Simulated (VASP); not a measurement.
ZnS:

```
Zn S
1.0
     3.17923    0.00000    0.00000
     0.00000    3.17923    0.00000
     0.00000    0.00000    3.17923
Zn S
1 1
Direct
  0.00000 0.00000 0.00000
  0.50000 0.50000 0.50000
```

Base run:

| Quantity | Value |
| --- | --- |
| Program | VASP 6.6.1 |
| Functional | PBE |
| Potentials or basis | VASP PAW PBE potentials, release 64 (Zn, S) |
| Cutoff | 520 eV |
| k mesh | 8 × 8 × 8 |
| Occupations | fermi-dirac, width 0.02 eV |
| Spin | no spin polarisation |

Its results: band gap on the k mesh zero (band 9 reaches 5.04 eV, above the bottom of band 10 at 3.86 eV); pressure 1.2 GPa.

Question: The run is repeated on the same cell with these changes: functional from PBE to r2SCAN. What comes out?

Answer: Band gap on the k mesh zero (band 9 reaches 4.98 eV, above the bottom of band 10 at 3.98 eV); pressure 0.0 GPa.

Caveats: the PAW data sets were made with another functional, which shifts forces and pressure a little (some runs).
